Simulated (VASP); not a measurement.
## Si: relaxation of cell and atoms with r2SCAN

Crystal: Si.

```
Si
1.0
     5.77827    0.00000    0.00000
    -1.92609    5.44780    0.00000
    -1.92609   -2.72390    4.71793
Si
6
Direct
  0.75000 0.25000 0.50000
  0.75000 0.50000 0.25000
  0.50000 0.25000 0.75000
  0.25000 0.50000 0.75000
  0.25000 0.75000 0.50000
  0.50000 0.75000 0.25000
```

```json
{
 "Program": "VASP 6.6.1",
 "Task": "relaxation of cell and atoms",
 "Functional": "r2SCAN",
 "Potentials or basis": "VASP PAW PBE potentials, release 64 (Si)",
 "Cutoff": "600 eV",
 "k mesh": "5 × 5 × 5",
 "Occupations": "methfessel-paxton, width 0.05 eV",
 "Spin": "no spin polarisation",
 "Dipole correction": "no",
 "Further INCAR settings": "ALGO = Normal; EDIFF = 1e-06; IBRION = 2; EDIFFG = -0.01; NSW = 80; ISIF = 3"
}
```

- Relaxed volume: 24.99 Å³/atom
- Relaxed cell: a = 5.797 Å, b = 5.797 Å, c = 5.797 Å, α = 109.47°, β = 109.47°, γ = 109.47°
- Space group after relaxing (to 0.05 Å): Im-3m (No. 229)
- Energy gained by relaxing: 0.5 meV/atom
- Ionic steps: 3
- Pressure after relaxing: 0.0 GPa
- Band gap on the k mesh: 0.49 eV, direct

The path:
| step | energy change (eV) | largest force (eV/Å) | pressure (GPa) | volume (Å³) |
| --- | --- | --- | --- | --- |
| 1 | 0.0000 | 0.0000 | 0.73 | 148.52 |
| 2 | -0.0017 | 0.0000 | -0.48 | 150.96 |
| 3 | -0.0033 | 0.0000 | 0.00 | 149.96 |

Final structure:
```
CELL_PARAMETERS angstrom
5.79693 0.00000 0.00000
-1.93231 5.46540 0.00000
-1.93231 -2.73270 4.73318
ATOMIC_POSITIONS crystal
Si 0.75000 0.25000 0.50000
Si 0.75000 0.50000 0.25000
Si 0.50000 0.25000 0.75000
Si 0.25000 0.50000 0.75000
Si 0.25000 0.75000 0.50000
Si 0.50000 0.75000 0.25000
```

Levels at points of the mesh, in eV from the valence-band top:
```tsv
k point	band 8	band 9	band 10	band 11	band 12	band 13	band 14	band 15	band 16
(0.00, 0.00, 0.00)	-2.88	-2.88	-2.05	-2.05	-2.05	2.32	2.32	2.32	2.79
```

Wall time 2.2 min on 1 thread of Intel(R) Xeon(R) 6975P-C (Granite Rapids), on a shared host, peak memory 0.34 GiB.

Caveat: the PAW data sets were made with another functional, which shifts forces and pressure a little. A k mesh can miss the band edges.
